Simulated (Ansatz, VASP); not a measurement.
# Y: VASP beside Ansatz

```
CELL_PARAMETERS angstrom
-2.10063 2.10063 2.10063
2.10063 -2.10063 2.10063
2.10063 2.10063 -2.10063
ATOMIC_POSITIONS crystal
Y 0.00000 0.00000 0.00000
```

Alike in both runs: task single point; functional PBE; k mesh 12 × 12 × 12; occupations fermi-dirac, width 0.1 eV; no spin polarisation.

|  | VASP | Ansatz |
| --- | --- | --- |
| version | VASP 6.6.1 | Ansatz 0.2.0 |
| potentials or method | VASP PAW PBE potentials, release 64 (Y_sv), cutoff 520 eV | plane waves (420 eV) with PAW, scalar-relativistic |
| valence electrons in the cell | 11 | 11 |

|  | VASP | Ansatz | Ansatz less VASP |
| --- | --- | --- | --- |
| pressure (GPa) | -3.7 | -3.7 | +0.09 |
